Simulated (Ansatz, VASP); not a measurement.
**Ag4O in VASP and in Ansatz**

File INCAR:

```
ALGO = Fast ; DIPOL = 0.5 0.5 0.510
EDIFF = 1E-6 ; ENCUT = 520
GGA = PS ; IDIPOL = 3
ISIF = 2 ; ISMEAR = 0
LASPH = True ; LCHARG = False
LDIPOL = True ; LREAL = False
LWAVE = False ; NBANDS = 33
NELM = 60 ; PREC = Accurate
SIGMA = 0.1
```

KPOINTS

```
k-points
0
Gamma
  10 10 1
```

Contents of POSCAR:

```
Ag4O
1.0
    2.8669036825      0.0000000000      0.0000000000
    0.0000000000      2.8669036825      0.0000000000
    0.0000000000      0.0000000000     25.0816211046
Ag O
4 1
Direct
    0.5000000000      0.5000000000      0.3388935654
    0.0000000000      0.0000000000      0.4197179677
    0.5000000000      0.5000000000      0.5008162760
    0.0000000000      0.0000000000      0.5799214924
    0.3333333333      0.3333333333      0.7123964639
```

Input for Ansatz:

```yaml
crystal:
  lattice:
    - [2.8669036825, 0.0, 0.0]
    - [0.0, 2.8669036825, 0.0]
    - [0.0, 0.0, 25.0816211046]
  atoms:
    - { symbol: Ag, position: [0.5, 0.5, 0.3388935654] }
    - { symbol: Ag, position: [0.0, 0.0, 0.4197179677] }
    - { symbol: Ag, position: [0.5, 0.5, 0.500816276] }
    - { symbol: Ag, position: [0.0, 0.0, 0.5799214924] }
    - { symbol: O, position: [0.3333333333, 0.3333333333, 0.7123964639] }
basis:
  ecutwfc: 420
kpoints:
  mp_grid: { grid: [10, 10, 1] }
hamiltonian:
  xc: pbesol
scf:
  occupations: { method: gaussian, width: 0.1 }
output:
  forces: true
  stress: true
  eigenvalues: true
  write_density: true
  write_potential: true
  elf: true
  volumetric_format: npy
efield:
  axis: 3
  dipole_correction: true
  ramp_width: 0.04
```

Alike in both runs: task single point; functional PBEsol; k mesh 10 × 10 × 1; occupations gaussian, width 0.1 eV; no spin polarisation.

```csv
,VASP,Ansatz
version,VASP 6.6.1,Ansatz 0.2.0
potentials or method,"VASP PAW PBE potentials, release 64 (Ag, O), cutoff 520 eV","scalar-relativistic, plane waves, PAW"
valence electrons in the cell,50,82
```

```tsv
	VASP	Ansatz	Ansatz less VASP
gap on the k mesh at the Fermi level (eV)	none	none	-
rms of the force components (eV/Å)	0.192	0.194	+0.0018
```

VASP's potentials were made for PBE, not for PBEsol. Atom by atom the forces differ by 0.003 eV/Å (rms over components). A gap of «none» marks a metal or a gap that the smearing closes. With one functional, cell and mesh, what is left measures potentials, basis and numerics. VASP's potentials hold 50 valence electrons a cell and Ansatz's 82, so a difference there can come from the potentials and not from the codes. Ansatz's warnings: xc potential rough in thin density.
